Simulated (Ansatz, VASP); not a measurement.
**Li in VASP and in Ansatz**

File INCAR:

```
SYSTEM = Li
PREC = Accurate
ENCUT = 750
EDIFF = 1E-7
ISMEAR = 0
SIGMA = 0.1
LREAL = .FALSE.
LASPH = .TRUE.
NELM = 120
ALGO = Normal
ISIF = 3
LWAVE = .FALSE.
LCHARG = .FALSE.
GGA = PS
IBRION = 2
NSW = 70
EDIFFG = -0.005
GGA_COMPAT = .FALSE.
NELMIN = 4
```

KPOINTS

```
Automatic mesh
0
G
  18 18 10
  0 0 0
```

Contents of POSCAR:

```
Li
1.0
    2.9531605378      0.0000000000      0.0000000000
   -1.4765802689      2.5575120472      0.0000000000
    0.0000000000      0.0000000000      4.8440825740
Li
2
Direct
    0.3333333333      0.6666666667      0.2500000000
    0.6666666667      0.3333333333      0.7500000000
```

Input for Ansatz:

```yaml
crystal:
  lattice:
    - [2.9531605378, 0.0, 0.0]
    - [-1.4765802689, 2.5575120472, 0.0]
    - [0.0, 0.0, 4.844082574]
  atoms:
    - { symbol: Li, position: [0.3333333333, 0.6666666667, 0.25] }
    - { symbol: Li, position: [0.6666666667, 0.3333333333, 0.75] }
basis:
  ecutwfc: 420
kpoints:
  mp_grid: { grid: [18, 18, 10] }
hamiltonian:
  xc: pbesol
scf:
  occupations: { method: gaussian, width: 0.1 }
output:
  forces: true
  stress: true
  eigenvalues: true
relax:
  adjacent_minimum: "off"
  f_tol: 0.005
  max_steps: 50
  cell: { stress_tol: 0.05 }
```

Alike in both runs: task relaxation of cell and atoms; functional PBEsol; k mesh 18 × 18 × 10; occupations gaussian, width 0.1 eV; no spin polarisation.

```csv
,VASP,Ansatz
version,VASP 6.6.1,Ansatz 0.2.0
potentials or method,"VASP PAW PBE potentials, release 64 (Li_sv), cutoff 750 eV","scalar-relativistic, plane waves, PAW"
valence electrons in the cell,6,6
```

Ansatz gave:

| Quantity | Value |
| --- | --- |
| gap on the k mesh at the Fermi level, each at its own relaxed structure (eV) | none |
| relaxed volume (Å³/atom) | 20.20 |
| relaxed length of the cell vector where the two differ most in proportion (Å) | 5.010 |

Q: What did VASP give for the same quantities?

A: gap on the k mesh at the Fermi level, each at its own relaxed structure (eV): none; relaxed volume (Å³/atom): 19.96; relaxed length of the cell vector where the two differ most in proportion (Å): 4.990.

VASP's potentials were made for PBE, not for PBEsol. A gap of «none» marks a metal or a gap that the smearing closes.
